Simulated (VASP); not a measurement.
# Ga2TeO2 (P4/mmm) in VASP: single point with PBE

Aim: the single point of Ga2TeO2 with PBE.

Everything below comes from runs of VASP 6.6.1. Logs are shortened: lines on timing, memory, paths and dates and some standing lists are left out, and cuts for length are marked.

### 1 The cell of the first run

It takes space group P4/mmm (No. 123, tetragonal). Conventional cell: a = 4.355 Å, b = 4.355 Å, c = 5.098 Å, α = 90.00°, β = 90.00°, γ = 90.00°. Ga (site symmetry 4mm) has 1 Ga at 1.68 Å and 1 Te at 1.71 Å within 2.2 Å. Within 2.3 Å of Te (site symmetry 4/mmm) lie 2 Ga at 1.71 Å. Within 3.1 Å of O (site symmetry mmm) lie 4 Ga at 2.33 Å and 4 O at 3.08 Å.

The cell was built from a structure type or drawn by symmetry, and may not be a known phase.

### 2 Single point, PBE

Input file INCAR:

```
  PREC = Accurate
  ENCUT = 520
  EDIFF = 1E-6
  ISMEAR = 0
  SIGMA = 0.1
  LREAL = F
  LASPH = T
  NELM = 60
  ALGO = Normal
  ISIF = 2
  LWAVE = F
  LCHARG = T
  GGA = PE
  LELF = T
  LVHAR = T
  NBANDS = 30
```

Input file KPOINTS:

```
regular mesh
0
Gamma
  4 4 4
```

Input file POSCAR:

```
Ga2TeO2
1.0
    4.3546187800      0.0000000000      0.0000000000
    0.0000000000      4.3546187800      0.0000000000
    0.0000000000      0.0000000000      5.0979836500
Ga Te O
2 1 2
Direct
    0.5000000000      0.5000000000      0.3348668400
    0.5000000000      0.5000000000      0.6651331600
    0.5000000000      0.5000000000      0.0000000000
    0.5000000000      0.0000000000      0.5000000000
    0.0000000000      0.5000000000      0.5000000000
```

Potentials or basis: VASP PAW PBE potentials, release 64 (Ga_d, Te, O).

Launch:

```sh
cat potpaw_PBE.64/Ga_d/POTCAR potpaw_PBE.64/Te/POTCAR potpaw_PBE.64/O/POTCAR > POTCAR
mpirun -np 1 vasp_std > vasp.out
```

OUTCAR:

```text
PREC = Accurate
   ENCUT = 520
   EDIFF = 1E-6
   ISMEAR = 0
   LREAL = F
   LASPH = T
   NELM = 60
   ISIF = 2
   GGA = PE

 ion  position               nearest neighbor table
   1  0.500  0.500  0.335-   2 1.68   3 1.71   4 2.33   5 2.33   4 2.33   5 2.33
   2  0.500  0.500  0.665-   1 1.68   3 1.71   4 2.33   5 2.33   4 2.33   5 2.33
   3  0.500  0.500  0.000-   1 1.71   2 1.71
   4  0.500  0.000  0.500-   1 2.33   2 2.33   1 2.33   2 2.33
   5  0.000  0.500  0.500-   1 2.33   2 2.33   1 2.33   2 2.33

  LATTYP: Found a simple tetragonal cell.
 ALAT       =     4.3546187800
 C/A-ratio  =     1.1707072209

  Lattice vectors:

 A1 = (   4.3546187800,   0.0000000000,   0.0000000000)
 A2 = (   0.0000000000,   4.3546187800,   0.0000000000)
 A3 = (   0.0000000000,   0.0000000000,   5.0979836500)

Analysis of symmetry for initial positions (statically):
=====================================================================
 Subroutine PRICEL returns:
 Original cell was already a primitive cell.

 Routine SETGRP: Setting up the symmetry group for a
 simple tetragonal supercell.

 Subroutine GETGRP returns: Found 16 space group operations
 (whereof 16 operations were pure point group operations)
 out of a pool of 16 trial point group operations.

The static configuration has the point symmetry D_4h.

Analysis of symmetry for dynamics (positions and initial velocities):
=====================================================================
 Subroutine PRICEL returns:
 Original cell was already a primitive cell.

 Routine SETGRP: Setting up the symmetry group for a
 simple tetragonal supercell.

 Subroutine GETGRP returns: Found 16 space group operations
 (whereof 16 operations were pure point group operations)
 out of a pool of 16 trial point group operations.

The dynamic configuration has the point symmetry D_4h.

 Subroutine INISYM returns: Found 16 space group operations
 (whereof 16 operations are pure point group operations),
 and found     1 'primitive' translations

----------------------------------------------------------------------------------------

                                     Primitive cell

  volume of cell :      96.6716

  direct lattice vectors                    reciprocal lattice vectors
     4.354618780  0.000000000  0.000000000     0.229641227  0.000000000  0.000000000
     0.000000000  4.354618780  0.000000000     0.000000000  0.229641227  0.000000000
     0.000000000  0.000000000  5.097983650     0.000000000  0.000000000  0.196155984

  length of vectors
     4.354618780  4.354618780  5.097983650     0.229641227  0.229641227  0.196155984

  position of ions in fractional coordinates (direct lattice)
     0.500000000  0.500000000  0.334866840
     0.500000000  0.500000000  0.665133160
     0.500000000  0.500000000  0.000000000
     0.500000000  0.000000000  0.500000000
     0.000000000  0.500000000  0.500000000

  ion indices of the primitive-cell ions
   primitive index   ion index
                 1           1
                 2           2
                 3           3
                 4           4
                 5           5

----------------------------------------------------------------------------------------

 KPOINTS: regular mesh

Automatic generation of k-mesh.
 Grid dimensions read from file:
 generate k-points for:    4    4    4

 Generating k-lattice:

  Cartesian coordinates                     Fractional coordinates (reciprocal lattice)
     0.057410307  0.000000000  0.000000000     0.250000000  0.000000000  0.000000000
     0.000000000  0.057410307  0.000000000     0.000000000  0.250000000  0.000000000
     0.000000000  0.000000000  0.049038996     0.000000000  0.000000000  0.250000000

  Length of vectors
     0.057410307  0.057410307  0.049038996

  Shift w.r.t. Gamma in fractional coordinates (k-lattice)
     0.000000000  0.000000000  0.000000000

 Subroutine IBZKPT returns following result:
 ===========================================

 Found     18 irreducible k-points:

 Following reciprocal coordinates:
            Coordinates               Weight
  0.000000  0.000000  0.000000      1.000000
  0.250000  0.000000  0.000000      4.000000
  0.500000  0.000000  0.000000      2.000000
  0.250000  0.250000  0.000000      4.000000
  0.500000  0.250000  0.000000      4.000000
  0.500000  0.500000  0.000000      1.000000
[... 10 lines left out ...]
  0.500000  0.250000  0.500000      4.000000
  0.500000  0.500000  0.500000      1.000000
   k-points           NKPTS =     18   k-points in BZ     NKDIM =     18   number of bands    NBANDS=     30
   number of dos      NEDOS =    301   number of ions     NIONS =      5
   total plane-waves  NPLWV =  40960
   dimension x,y,z NGX =    32 NGY =   32 NGZ =   40
   dimension x,y,z NGXF=    64 NGYF=   64 NGZF=   80
   ions per type =               2   1   2
   NGX,Y,Z   is equivalent  to a cutoff of  12.22, 12.22, 13.04 a.u.
   NGXF,Y,Z  is equivalent  to a cutoff of  24.43, 24.43, 26.09 a.u.
 SYSTEM =  unknown system
   PREC   = accura    normal or accurate (medium, high low for compatibility)
   ISTART =      0    job   : 0-new  1-cont  2-samecut
   ICHARG =      2    charge: 1-file 2-atom 10-const
   ISPIN  =      1    spin polarized calculation?
   LNONCOLLINEAR =      F non collinear calculations
   LSORBIT =      F    spin-orbit coupling
   LASPH  =      T    aspherical Exc in radial PAW
   ENCUT  =  520.0 eV  38.22 Ry    6.18 a.u.   8.10  8.10  9.48*2*pi/ulx,y,z
   NELM   =     60;   NELMIN=  2; NELMDL= -5     # of ELM steps
   EDIFF  = 0.1E-05   stopping-criterion for ELM
   LREAL  =      F    real-space projection
   EDIFFG = 0.1E-04   stopping-criterion for IOM
   NSW    =      0    number of steps for IOM
   IBRION =     -1    ionic relax: 0-MD 1-quasi-New 2-CG
   NFREE  =      0    steps in history (QN), initial steepest desc. (CG)
   ISIF   =      2    stress and relaxation
   ISYM   =      2    0-nonsym 1-usesym 2-fastsym
   POTIM  = 0.5000    time-step for ionic-motion
   TEBEG  =    0.0;   TEEND  =   0.0 temperature during run
   PSTRESS=    0.0 pullay stress
   NELECT =      44.0000    total number of electrons
   NUPDOWN=      -1.0000    fix difference up-down
   EMIN   =  10.00;   EMAX   =-10.00  energy-range for DOS
   EFERMI =   0.00;   METHOD = LEGACY
   ISMEAR =     0;   SIGMA  =   0.10  broadening in eV -4-tet -1-fermi 0-gaus
   EFERMI_NEDOS =   21; number of points for ismear=-14 and -15
   IALGO  =     38    algorithm
   IMIX   =      4    mixing-type and parameters
     AMIX     =   0.40;   BMIX     =  1.00
     AMIX_MAG =   1.60;   BMIX_MAG =  1.00
  volume/ion in A,a.u.               =      19.33       130.47
  Fermi-wavevector in a.u.,A,eV,Ry     =   1.259291  2.379715 21.576312  1.585814
  Thomas-Fermi vector in A             =   2.392858
   LORBIT       =      0    0 simple, 1 ext, 2 COOP (PROOUT), +10 PAW based schemes
   GGA     = PE    functional components
   LHFCALC =     F    Hartree Fock is set to
   AEXX    =    0.0000 exact exchange contribution
   IVDW    =     0    specifies the selected vdW correction
   LEPSILON=     F    determine dielectric tensor
   LRPA    =     F    only Hartree local field effects (RPA)
 non-spin polarized calculation
 Gauss-broadening in eV      SIGMA  =   0.10
  energy-cutoff  :      520.00
  volume of cell :       96.67
 maximum number of plane-waves:      2656
   NGX = 17   NGY = 17   NGZ = 19

 number of electron      44.0000035 magnetization

 Free energy of the ion-electron system (eV)
  ---------------------------------------------------
  ext. energy  EPLUGINS =         0.00000000
  ---------------------------------------------------
  free energy    TOTEN  =         6.61693536 eV

  energy without entropy =        6.64475064  energy(sigma->0) =        6.63084300

 E-fermi :   2.4908     XC(G=0):  -8.9357

 val. band max:        2.4802990344   @ k =   0.5000   0.2500   0.2500
 cond. band min:       2.5120237246   @ k =   0.5000   0.0000   0.5000
 fundamental gap:      0.0317246901
 Fermi energy:         2.4908304294

 k-point     1 :       0.0000    0.0000    0.0000
  band No.  band energies     occupation
      1     -17.6430      2.00000
      2     -15.9847      2.00000
      3     -15.9847      2.00000
      4     -14.7715      2.00000
      5     -14.5467      2.00000
      6     -14.2598      2.00000
[... 22 lines left out ...]
     29      11.6011      0.00000
     30      12.7047      0.00000

 k-point     2 :       0.2500    0.0000    0.0000
  band No.  band energies     occupation
      1     -17.6403      2.00000
      2     -16.0215      2.00000
      3     -15.9844      2.00000
      4     -14.7707      2.00000
      5     -14.5006      2.00000
      6     -14.0361      2.00000
[... 22 lines left out ...]
     29      11.2841      0.00000
     30      11.9477      0.00000

 k-point     3 :       0.5000    0.0000    0.0000
  band No.  band energies     occupation
      1     -17.6376      2.00000
      2     -16.0537      2.00000
      3     -15.9842      2.00000
      4     -14.7698      2.00000
      5     -14.4815      2.00000
      6     -14.0383      2.00000
[... 22 lines left out ...]
     29      11.2018      0.00000
     30      11.2457      0.00000

 k-point     4 :       0.2500    0.2500    0.0000
  band No.  band energies     occupation
      1     -17.6377      2.00000
      2     -16.0225      2.00000
      3     -16.0195      2.00000
      4     -14.7698      2.00000
      5     -14.3759      2.00000
      6     -14.0384      2.00000
[... 418 lines left out ...]
     29      11.3295      0.00000
     30      12.4714      0.00000

 k-point    17 :       0.5000    0.2500    0.5000
  band No.  band energies     occupation
      1     -17.7020      2.00000
      2     -15.8428      2.00000
      3     -15.8018      2.00000
      4     -14.9109      2.00000
      5     -14.2918      2.00000
      6     -14.2828      2.00000
[... 22 lines left out ...]
     29      12.6921      0.00000
     30      13.4101      0.00000

 k-point    18 :       0.5000    0.5000    0.5000
  band No.  band energies     occupation
      1     -17.7017      2.00000
      2     -15.8422      2.00000
      3     -15.8422      2.00000
      4     -14.9070      2.00000
      5     -14.2825      2.00000
      6     -14.2825      2.00000
[... 22 lines left out ...]
     29      13.6623      0.00000
     30      13.6623      0.00000

------------------------ aborting loop because EDIFF is reached ----------------------------------------

  FORCE on cell =-STRESS in cart. coord.  units (eV):
  Direction    XX          YY          ZZ          XY          YZ          ZX
  --------------------------------------------------------------------------------------
  -------------------------------------------------------------------------------------
  Total       -6.6736738     -6.6736738    182.4264957      0.0000000      0.0000000      0.0000000
  in kB     -110.6055285   -110.6055285   3023.4290204      0.0000000      0.0000000      0.0000000
  external PRESSURE =     934.0726545 kB  Pullay stress =       0.0000000 kB

 VOLUME and BASIS-vectors are now :
 -----------------------------------------------------------------------------
  energy-cutoff  :      520.00
  volume of cell :       96.67
      direct lattice vectors                 reciprocal lattice vectors
     4.354618780  0.000000000  0.000000000     0.229641227  0.000000000  0.000000000
     0.000000000  4.354618780  0.000000000     0.000000000  0.229641227  0.000000000
     0.000000000  0.000000000  5.097983650     0.000000000  0.000000000  0.196155984

 POSITION                                       TOTAL-FORCE (eV/Angst)
 -----------------------------------------------------------------------------------
      2.17731      2.17731      1.70715         0.000000      0.000000     13.176031
      2.17731      2.17731      3.39084         0.000000      0.000000    -13.176031
      2.17731      2.17731      0.00000         0.000000      0.000000      0.000000
      2.17731      0.00000      2.54899         0.000000      0.000000      0.000000
      0.00000      2.17731      2.54899         0.000000      0.000000      0.000000
 -----------------------------------------------------------------------------------
    total drift:                                0.000000     -0.000000      0.000000

  FREE ENERGIE OF THE ION-ELECTRON SYSTEM (eV)
  ---------------------------------------------------
  free  energy   TOTEN  =         6.6169353615 eV

  energy  without entropy=        6.6447506408  energy(sigma->0) =        6.63084300
```

Wall time 20 s (1 thread of Intel Xeon 6975P-C (Granite Rapids), shared host); peak memory 0.21 GiB.

Results:

| Item | Value |
| --- | --- |
| Free energy | 6.6169 eV |
| Pressure | 93.4 GPa |
| Largest force | 13.176 eV/Å |
| Band gap on the k mesh | zero (bands 22 and 23 overlap by 0.61 eV) |

Forces on the atoms (eV/Å):
```
Ga    0.000   0.000  13.176
Ga    0.000   0.000 -13.176
Te    0.000   0.000   0.000
O     0.000   0.000   0.000
O     0.000   0.000   0.000
```

Stress tensor (GPa, compression positive):
```
-11.06   0.00   0.00
  0.00 -11.06   0.00
  0.00   0.00 302.34
```

Levels at points of the mesh, in eV from the Fermi level:
| k point | band 19 | band 20 | band 21 | band 22 | band 23 | band 24 | band 25 | band 26 |
| --- | --- | --- | --- | --- | --- | --- | --- | --- |
| (0.00, 0.00, 0.00) | -0.55 | -0.55 | -0.38 | -0.36 | -0.36 | 5.11 | 5.11 | 5.22 |
| (0.50, 0.00, 0.00) | -0.69 | -0.66 | -0.57 | -0.45 | 0.95 | 5.32 | 5.95 | 6.13 |
| (0.50, 0.50, 0.00) | -1.73 | -1.73 | -1.37 | 0.26 | 2.51 | 5.62 | 5.62 | 5.91 |
| (0.00, 0.00, 0.50) | -1.50 | -1.39 | -0.93 | -0.36 | -0.36 | 5.32 | 5.83 | 5.83 |
| (0.50, 0.00, 0.50) | -1.18 | -1.14 | -0.68 | 0.02 | 1.41 | 2.92 | 5.62 | 5.99 |
| (0.50, 0.50, 0.50) | -1.37 | 0.08 | 0.08 | 0.26 | 2.27 | 2.27 | 2.93 | 5.40 |

Caveat: the k points lie up to 0.36 Å⁻¹ apart, too coarse for converged energies and pressures of a metal; atoms lie so close that the PAW spheres overlap strongly, which falsifies energies and pressures; spin-orbit coupling is left out, which moves the levels of the heavy elements; forces of over 1 eV/Å act on the atoms, so gaps and moduli don't describe the material at rest.
